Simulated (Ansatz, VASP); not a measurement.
# One calculation of TiAl3, two programs

File INCAR:

```
ALGO = Fast ; EDIFF = 1E-6
ENCUT = 520 ; GGA = PE
ISIF = 2 ; ISMEAR = 0
LASPH = True ; LCHARG = True
LELF = True ; LREAL = False
LVHAR = True ; LWAVE = False
NBANDS = 31 ; NELM = 80
PREC = Accurate ; SIGMA = 0.1
```

The input KPOINTS:

```
k-points
0
Gamma
  10 10 4
```

Contents of POSCAR:

```
TiAl3
1.0
    3.8453468587      0.0000000000      0.0000000000
    0.0000000000      3.8453468587      0.0000000000
    0.0000000000      0.0000000000      8.6228095925
Ti Al
2 6
Direct
    0.0000000000      0.0000000000      0.0000000000
    0.5000000000      0.5000000000      0.5000000000
    0.5000000000      0.5000000000      0.0000000000
    0.0000000000      0.5000000000      0.2500000000
    0.5000000000      0.0000000000      0.2500000000
    0.0000000000      0.0000000000      0.5000000000
    0.5000000000      0.0000000000      0.7500000000
    0.0000000000      0.5000000000      0.7500000000
```

Input for Ansatz:

```yaml
crystal:
  lattice:
    - [3.8453468587, 0.0, 0.0]
    - [0.0, 3.8453468587, 0.0]
    - [0.0, 0.0, 8.6228095925]
  atoms:
    - { symbol: Ti, position: [0.0, 0.0, 0.0] }
    - { symbol: Ti, position: [0.5, 0.5, 0.5] }
    - { symbol: Al, position: [0.5, 0.5, 0.0] }
    - { symbol: Al, position: [0.0, 0.5, 0.25] }
    - { symbol: Al, position: [0.5, 0.0, 0.25] }
    - { symbol: Al, position: [0.0, 0.0, 0.5] }
    - { symbol: Al, position: [0.5, 0.0, 0.75] }
    - { symbol: Al, position: [0.0, 0.5, 0.75] }
basis:
  ecutwfc: 420
kpoints:
  mp_grid: { grid: [10, 10, 4] }
hamiltonian:
  xc: pbe
scf:
  occupations: { method: gaussian, width: 0.1 }
output:
  forces: true
  stress: true
  eigenvalues: true
```

Alike in both runs: task single point; functional PBE; k mesh 10 × 10 × 4; occupations gaussian, width 0.1 eV; no spin polarisation.

```csv
,VASP,Ansatz
version,VASP 6.6.1,Ansatz 0.2.0
potentials or method,"VASP PAW PBE potentials, release 64 (Ti_sv, Al), cutoff 520 eV","scalar-relativistic, plane waves, PAW"
valence electrons in the cell,42,42
```

|  | VASP | Ansatz | Ansatz less VASP |
| --- | --- | --- | --- |
| gap on the k mesh at the Fermi level (eV) | none | none | - |
| pressure (GPa) | 0.0 | 0.0 | +0.02 |
| traceless stress, the component that is largest in VASP (GPa) | 0.06 | 0.06 | -0.001 |

A gap of «none» marks a metal or a gap that the smearing closes.
